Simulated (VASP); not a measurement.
Input of a VASP 6.6.1 run:

INCAR

```
  ALGO = Normal
  EDIFF = 1E-6
  ENCUT = 520
  GGA = PE
  ISIF = 2
  ISMEAR = 0
  LASPH = True
  LCHARG = False
  LREAL = False
  LWAVE = False
  NBANDS = 19
  NELM = 100
  PREC = Accurate
  SIGMA = 0.05
```

The input KPOINTS:

```
k-points
0
Gamma
  6 6 6
```

The input POSCAR:

```
SrCl2
1.0
    0.0000000000      3.3983625000      3.4855000000
    3.5726375000      0.0000000000      3.4855000000
    3.5726375000      3.3983625000      0.0000000000
Sr Cl
1 2
Direct
    0.0000000000      0.0000000000      0.0000000000
    0.2500000000      0.2500000000      0.2500000000
    0.7500000000      0.7500000000      0.7500000000
```

Potentials or basis: VASP PAW PBE potentials, release 64 (Sr_sv, Cl).

Command:

```bash
$ cat potpaw_PBE.64/Sr_sv/POTCAR potpaw_PBE.64/Cl/POTCAR > POTCAR
$ mpirun -np 1 vasp_std > vasp.out
```

(1) Estimate the pressure.

(2) Estimate the band gap on the k mesh.

## Answers

(1) 1.2 GPa.

(2) 5.12 eV (least direct gap 5.33 eV).

Caveat: the cell differs from its parent crystal (strain +0.0250 x Voigt [1, -1, 0, 0, 0, 0]).
